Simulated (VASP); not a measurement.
# FeP2 (Pnnm) in VASP: relaxation of cell and atoms with LDA

Aim: the relaxation of cell and atoms of FeP2 with LDA.

Program: VASP 6.6.1. These are calculated values, not measurements. Logs are shortened: lines on timing, memory, paths and dates and some standing lists are left out, and cuts for length are marked.

### Step 1. The cell of the first run

Symmetry: Pnnm, No. 58, orthorhombic system. Conventional cell: a = 4.959 Å, b = 5.643 Å, c = 2.723 Å, α = 90.00°, β = 90.00°, γ = 90.00°. Fe (site symmetry 2/m) has 6 P at 2.24 to 2.25 Å and 2 Fe at 2.72 Å within 3.0 Å. P (site symmetry m) has 3 Fe at 2.24 to 2.25 Å and 3 P at 2.26 to 2.72 Å within 3.0 Å.

### Step 2. Relaxation of cell and atoms, LDA

The input, INCAR:

```
ALGO = Normal
EDIFF = 1E-7
EDIFFG = -0.005
ENCUT = 600
GGA = CA
IBRION = 2
ISIF = 3
ISMEAR = 0
LASPH = T
LCHARG = F
LREAL = F
LWAVE = F
NELM = 100
NSW = 70
PREC = Accurate
SIGMA = 0.02
```

The input, KPOINTS:

```
k-points
0
Gamma
  8 6 14
```

The input, POSCAR:

```
FeP2
1.0
    4.9593675083      0.0000000000      0.0000000000
    0.0000000000      5.6428866915      0.0000000000
    0.0000000000      0.0000000000      2.7228713243
Fe P
2 4
Direct
    0.5000000000      0.5000000000      0.5000000000
    0.0000000000      0.0000000000      0.0000000000
    0.3292036842      0.8677147646      0.5000000000
    0.6707963158      0.1322852354      0.5000000000
    0.1707963158      0.3677147646      0.0000000000
    0.8292036842      0.6322852354      0.0000000000
```

Potentials or basis: VASP PAW LDA potentials, release 64 (Fe, P).

The run is started by

```
> cat potpaw_LDA.64/Fe/POTCAR potpaw_LDA.64/P/POTCAR > POTCAR
> mpirun -np 1 vasp_std > vasp.out
```

OUTCAR:

```text
EDIFF = 1E-7
   EDIFFG = -0.005
   ENCUT = 600
   GGA = CA
   IBRION = 2
   ISIF = 3
   ISMEAR = 0
   LASPH = T
   LREAL = F
   NELM = 100
   NSW = 70
   PREC = Accurate

 ion  position               nearest neighbor table
   1  0.500  0.500  0.500-   3 2.24   4 2.24   5 2.25   6 2.25   5 2.25   6 2.25
   2  0.000  0.000  0.000-   5 2.24   6 2.24   3 2.25   4 2.25   3 2.25   4 2.25
   3  0.329  0.868  0.500-   1 2.24   2 2.25   2 2.25   4 2.26
   4  0.671  0.132  0.500-   1 2.24   2 2.25   2 2.25   3 2.26
   5  0.171  0.368  0.000-   2 2.24   1 2.25   1 2.25   6 2.26
   6  0.829  0.632  0.000-   2 2.24   1 2.25   1 2.25   5 2.26

  LATTYP: Found a simple orthorhombic cell.
 ALAT       =     2.7228713243
 B/A-ratio  =     1.8213741737
 C/A-ratio  =     2.0724029965

  Lattice vectors:

 A1 = (   0.0000000000,   0.0000000000,   2.7228713243)
 A2 = (   4.9593675083,   0.0000000000,   0.0000000000)
 A3 = (   0.0000000000,   5.6428866915,   0.0000000000)

Analysis of symmetry for initial positions (statically):
=====================================================================
 Subroutine PRICEL returns:
 Original cell was already a primitive cell.

 Routine SETGRP: Setting up the symmetry group for a
 simple orthorhombic supercell.

 Subroutine GETGRP returns: Found  8 space group operations
 (whereof  4 operations were pure point group operations)
 out of a pool of  8 trial point group operations.

The static configuration has the point symmetry C_2h.
 The point group associated with its full space group is D_2h.

Analysis of symmetry for dynamics (positions and initial velocities):
=====================================================================
 Subroutine PRICEL returns:
 Original cell was already a primitive cell.

 Routine SETGRP: Setting up the symmetry group for a
 simple orthorhombic supercell.

 Subroutine GETGRP returns: Found  8 space group operations
 (whereof  4 operations were pure point group operations)
 out of a pool of  8 trial point group operations.

The dynamic configuration has the point symmetry C_2h.
 The point group associated with its full space group is D_2h.

 Subroutine INISYM returns: Found  8 space group operations
 (whereof  4 operations are pure point group operations),
 and found     1 'primitive' translations

----------------------------------------------------------------------------------------

                                     Primitive cell

  volume of cell :      76.2000

  direct lattice vectors                    reciprocal lattice vectors
     4.959367508  0.000000000  0.000000000     0.201638616  0.000000000  0.000000000
     0.000000000  5.642886692  0.000000000     0.000000000  0.177214262  0.000000000
     0.000000000  0.000000000  2.722871324     0.000000000  0.000000000  0.367259367

  length of vectors
     4.959367508  5.642886692  2.722871324     0.201638616  0.177214262  0.367259367

  position of ions in fractional coordinates (direct lattice)
     0.500000000  0.500000000  0.500000000
     0.000000000  0.000000000  0.000000000
     0.329203684  0.867714765  0.500000000
     0.670796316  0.132285235  0.500000000
     0.170796316  0.367714765  0.000000000
     0.829203684  0.632285235  0.000000000

  ion indices of the primitive-cell ions
   primitive index   ion index
                 1           1
                 2           2
                 3           3
                 4           4
                 5           5
                 6           6

----------------------------------------------------------------------------------------

 KPOINTS: k-points

Automatic generation of k-mesh.
 Grid dimensions read from file:
 generate k-points for:    8    6   14

 Generating k-lattice:

  Cartesian coordinates                     Fractional coordinates (reciprocal lattice)
     0.025204827  0.000000000  0.000000000     0.125000000  0.000000000  0.000000000
     0.000000000  0.029535710  0.000000000     0.000000000  0.166666667  0.000000000
     0.000000000  0.000000000  0.026232812     0.000000000  0.000000000  0.071428571

  Length of vectors
     0.025204827  0.029535710  0.026232812

  Shift w.r.t. Gamma in fractional coordinates (k-lattice)
     0.000000000  0.000000000  0.000000000

 Subroutine IBZKPT returns following result:
 ===========================================

 Found    160 irreducible k-points:

 Following reciprocal coordinates:
            Coordinates               Weight
  0.000000  0.000000  0.000000      1.000000
  0.125000  0.000000  0.000000      2.000000
  0.250000  0.000000  0.000000      2.000000
  0.375000  0.000000  0.000000      2.000000
  0.500000  0.000000  0.000000      1.000000
  0.000000  0.166667  0.000000      2.000000
[... 16 lines left out ...]
  0.250000  0.000000  0.071429      4.000000
  0.375000  0.000000  0.071429      4.000000
 [... further k-points ...]
   k-points           NKPTS =    160   k-points in BZ     NKDIM =    160   number of bands    NBANDS=     22
   number of dos      NEDOS =    301   number of ions     NIONS =      6
   total plane-waves  NPLWV =  46080
   dimension x,y,z NGX =    40 NGY =   48 NGZ =   24
   dimension x,y,z NGXF=    80 NGYF=   96 NGZF=   48
   ions per type =               2   4
   NGX,Y,Z   is equivalent  to a cutoff of  13.41, 14.14, 14.65 a.u.
   NGXF,Y,Z  is equivalent  to a cutoff of  26.82, 28.28, 29.31 a.u.
 SYSTEM =  unknown system
   PREC   = accura    normal or accurate (medium, high low for compatibility)
   ISTART =      0    job   : 0-new  1-cont  2-samecut
   ICHARG =      2    charge: 1-file 2-atom 10-const
   ISPIN  =      1    spin polarized calculation?
   LNONCOLLINEAR =      F non collinear calculations
   LSORBIT =      F    spin-orbit coupling
   LASPH  =      T    aspherical Exc in radial PAW
   ENCUT  =  600.0 eV  44.10 Ry    6.64 a.u.   9.91 11.27  5.44*2*pi/ulx,y,z
   NELM   =    100;   NELMIN=  2; NELMDL= -5     # of ELM steps
   EDIFF  = 0.1E-06   stopping-criterion for ELM
   LREAL  =      F    real-space projection
   EDIFFG = -.5E-02   stopping-criterion for IOM
   NSW    =     70    number of steps for IOM
   IBRION =      2    ionic relax: 0-MD 1-quasi-New 2-CG
   NFREE  =      1    steps in history (QN), initial steepest desc. (CG)
   ISIF   =      3    stress and relaxation
   ISYM   =      2    0-nonsym 1-usesym 2-fastsym
   POTIM  = 0.5000    time-step for ionic-motion
   TEBEG  =    0.0;   TEEND  =   0.0 temperature during run
   PSTRESS=    0.0 pullay stress
   NELECT =      36.0000    total number of electrons
   NUPDOWN=      -1.0000    fix difference up-down
   EMIN   =  10.00;   EMAX   =-10.00  energy-range for DOS
   EFERMI =   0.00;   METHOD = LEGACY
   ISMEAR =     0;   SIGMA  =   0.02  broadening in eV -4-tet -1-fermi 0-gaus
   EFERMI_NEDOS =   21; number of points for ismear=-14 and -15
   IALGO  =     38    algorithm
   IMIX   =      4    mixing-type and parameters
     AMIX     =   0.40;   BMIX     =  1.00
     AMIX_MAG =   1.60;   BMIX_MAG =  1.00
  volume/ion in A,a.u.               =      12.70        85.70
  Fermi-wavevector in a.u.,A,eV,Ry     =   1.275041  2.409478 22.119387  1.625729
  Thomas-Fermi vector in A             =   2.407775
   LORBIT       =      0    0 simple, 1 ext, 2 COOP (PROOUT), +10 PAW based schemes
   GGA     = CA    functional components
   LHFCALC =     F    Hartree Fock is set to
   AEXX    =    0.0000 exact exchange contribution
   IVDW    =     0    specifies the selected vdW correction
   LEPSILON=     F    determine dielectric tensor
   LRPA    =     F    only Hartree local field effects (RPA)
 conjugate gradient relaxation of ions
 non-spin polarized calculation
 Gauss-broadening in eV      SIGMA  =   0.02
  energy-cutoff  :      600.00
  volume of cell :       76.20
 maximum number of plane-waves:      2580
 NGX is ok and might be reduce to    40
   NGX = 19   NGY = 23   NGZ = 11

--------------------------------------- Ionic step        1  -------------------------------------------

 number of electron      36.0000005 magnetization

 Free energy of the ion-electron system (eV)
  ---------------------------------------------------
  ext. energy  EPLUGINS =         0.00000000
  ---------------------------------------------------
  free energy    TOTEN  =       -47.04240581 eV

  energy without entropy =      -47.04240581  energy(sigma->0) =      -47.04240581

------------------------ aborting loop because EDIFF is reached ----------------------------------------

  FORCE on cell =-STRESS in cart. coord.  units (eV):
  Direction    XX          YY          ZZ          XY          YZ          ZX
  --------------------------------------------------------------------------------------
  -------------------------------------------------------------------------------------
  Total       -4.7727827     -4.8402512     -4.1830019      0.0000000      0.0000000      0.0000000
  in kB     -100.3523400   -101.7709300    -87.9516322      0.0000000      0.0000000      0.0000000
  external PRESSURE =     -96.6916341 kB  Pullay stress =       0.0000000 kB
[... 27 lines left out ...]
--------------------------------------- Ionic step        2  -------------------------------------------

 number of electron      35.9999995 magnetization

 E-fermi :  10.0149     XC(G=0): -12.7550

 val. band max:        9.8947173173   @ k =   0.5000   0.5000   0.5000
 cond. band min:      10.2668345475   @ k =   0.0000   0.0000   0.2857
 fundamental gap:      0.3721172303
 Fermi energy:        10.0149116227

 k-point     1 :       0.0000    0.0000    0.0000
  band No.  band energies     occupation
      1      -5.6547      2.00000
      2      -2.5049      2.00000
      3      -0.8706      2.00000
      4      -0.1097      2.00000
      5       2.6841      2.00000
      6       3.7737      2.00000
[... 589 lines left out ...]
     21      14.2492      0.00000
     22      14.7825      0.00000

 [... further k-points ...]
[... 5 lines left out ...]
  --------------------------------------------------------------------------------------
  -------------------------------------------------------------------------------------
  Total        8.1169375      7.3532291      4.8675363     -0.0000000      0.0000000      0.0000000
  in kB      191.0908393    173.1114373    114.5926780     -0.0000000      0.0000000      0.0000000
  external PRESSURE =     159.5983182 kB  Pullay stress =       0.0000000 kB
[... 227 lines left out ...]
--------------------------------------- Ionic step        8  -------------------------------------------

 number of electron      36.0000003 magnetization

 Free energy of the ion-electron system (eV)
  ---------------------------------------------------
  ext. energy  EPLUGINS =         0.00000000
  ---------------------------------------------------
  free energy    TOTEN  =       -47.16346465 eV

  energy without entropy =      -47.16346465  energy(sigma->0) =      -47.16346465

 E-fermi :   9.1709     XC(G=0): -12.4572

 val. band max:        9.0282522335   @ k =   0.0000   0.5000   0.2143
 cond. band min:       9.4051055425   @ k =   0.0000   0.0000   0.2857
 fundamental gap:      0.3768533090
 Fermi energy:         9.1708835480

 k-point     1 :       0.0000    0.0000    0.0000
  band No.  band energies     occupation
      1      -5.9793      2.00000
      2      -3.0350      2.00000
      3      -1.5069      2.00000
      4      -0.8483      2.00000
      5       2.1756      2.00000
      6       3.2134      2.00000
[... 589 lines left out ...]
     21      13.1070      0.00000
     22      13.5985      0.00000

 [... further k-points ...]
[... 5 lines left out ...]
  --------------------------------------------------------------------------------------
  -------------------------------------------------------------------------------------
  Total       -0.0140630     -0.0102175     -0.0224894      0.0000000      0.0000000      0.0000000
  in kB       -0.3110844     -0.2260185     -0.4974826      0.0000000      0.0000000      0.0000000
  external PRESSURE =      -0.3448618 kB  Pullay stress =       0.0000000 kB
[... 21 lines left out ...]
  FREE ENERGIE OF THE ION-ELECTRON SYSTEM (eV)
  ---------------------------------------------------
  free  energy   TOTEN  =       -47.1634646479 eV

  energy  without entropy=      -47.1634646479  energy(sigma->0) =      -47.16346465

 reached required accuracy - stopping structural energy minimisation
```

Run time: 13 min. Hardware: 1 thread of Intel Xeon 6975P-C (Granite Rapids), shared host; peak memory 0.4 GiB.

What came out:

| Item | Value |
| --- | --- |
| Free energy | -47.1635 eV |
| Relaxed volume | 12.07 Å³/atom |
| Relaxed cell | a = 4.891 Å, b = 5.546 Å, c = 2.670 Å, α = 90.00°, β = 90.00°, γ = 90.00° |
| Space group after relaxing (to 0.1 Å) | Pnnm (No. 58) |
| Energy gained by relaxing | 20.2 meV/atom |
| Ionic steps | 8 |
| Pressure after relaxing | 0.0 GPa |
| Largest force after relaxing | 0.004 eV/Å |
| Band gap on the k mesh | 0.38 eV (least direct gap 0.70 eV) |

Forces on the atoms (eV/Å):
```
Fe   0.000  0.000  0.000
Fe   0.000  0.000  0.000
P    0.003  0.002  0.000
P   -0.003 -0.002  0.000
P   -0.003  0.002  0.000
P    0.003 -0.002  0.000
```

Step by step:
| step | energy change (eV) | largest force (eV/Å) | pressure (GPa) | volume (Å³) |
| --- | --- | --- | --- | --- |
| 1 | 0.0000 | 0.1774 | -9.67 | 76.20 |
| 2 | 0.0947 | 0.2272 | 15.96 | 68.06 |
| 3 | -0.1184 | 0.0943 | -0.18 | 72.56 |
| 4 | -0.1184 | 0.0937 | 0.04 | 72.49 |
| 5 | -0.1210 | 0.0119 | 0.06 | 72.41 |
| 6 | -0.1210 | 0.0138 | 0.06 | 72.40 |
| 7 | -0.1210 | 0.0043 | -0.08 | 72.45 |
| 8 | -0.1211 | 0.0037 | -0.03 | 72.43 |

Final structure:
```
CELL_PARAMETERS angstrom
4.89064 0.00000 0.00000
0.00000 5.54580 0.00000
0.00000 0.00000 2.67042
ATOMIC_POSITIONS crystal
Fe 0.50000 0.50000 0.50000
Fe 0.00000 0.00000 0.00000
P 0.32822 0.86682 0.50000
P 0.67178 0.13318 0.50000
P 0.17178 0.36682 0.00000
P 0.82822 0.63318 0.00000
```

Levels at points of the mesh, in eV from the valence-band top:
| k point | band 15 | band 16 | band 17 | band 18 | band 19 | band 20 | band 21 | band 22 |
| --- | --- | --- | --- | --- | --- | --- | --- | --- |
| (0.00, 0.00, 0.00) | -0.76 | -0.41 | -0.18 | 0.00 | 2.39 | 2.81 | 4.82 | 5.05 |
| (0.50, 0.00, 0.00) | -0.83 | -0.83 | -0.13 | -0.13 | 3.82 | 3.82 | 4.42 | 4.42 |
| (0.00, 0.50, 0.00) | -0.44 | -0.44 | -0.18 | -0.18 | 2.95 | 2.95 | 3.62 | 3.62 |
| (0.50, 0.50, 0.00) | -0.94 | -0.94 | -0.09 | -0.09 | 2.12 | 2.12 | 5.20 | 5.20 |
| (0.00, 0.00, 0.50) | -1.14 | -1.14 | -0.58 | -0.58 | 0.73 | 0.73 | 2.49 | 2.49 |
| (0.50, 0.00, 0.50) | -1.31 | -1.31 | -0.67 | -0.67 | 1.26 | 1.26 | 2.41 | 2.41 |
| (0.00, 0.50, 0.50) | -1.37 | -1.37 | -0.14 | -0.14 | 0.78 | 0.78 | 1.64 | 1.64 |
| (0.50, 0.50, 0.50) | -1.00 | -1.00 | -0.04 | -0.04 | 0.97 | 0.97 | 2.61 | 2.61 |
